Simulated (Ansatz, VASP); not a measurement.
# One calculation of HgS, two programs

```
Hg S
1.0
     0.00000    2.91488    2.91488
     2.91488    0.00000    2.91488
     2.91488    2.91488    0.00000
Hg S
1 1
Direct
  0.00000 0.00000 0.00000
  0.75000 0.75000 0.75000
```

Alike in both runs: task single point; functional revPBE; dispersion D4; k mesh 8 × 8 × 8; occupations gaussian, width 0.05 eV; no spin polarisation.

```csv
,VASP,Ansatz
version,VASP 6.6.1,Ansatz 0.2.0
potentials or method,"VASP PAW PBE potentials, release 64 (Hg, S), cutoff 500 eV","scalar-relativistic, plane waves, PAW"
valence electrons in the cell,18,26
```

```tsv
	VASP	Ansatz	Ansatz less VASP
gap on the k mesh at the Fermi level (eV)	none	none	-
pressure (GPa)	2.8	2.5	-0.32
```

VASP's potentials were made for PBE, not for revPBE. A gap of «none» marks a metal or a gap that the smearing closes. VASP's potentials hold 18 valence electrons a cell and Ansatz's 26, so a difference there can come from the potentials and not from the codes.

Spin-orbit coupling is off throughout.
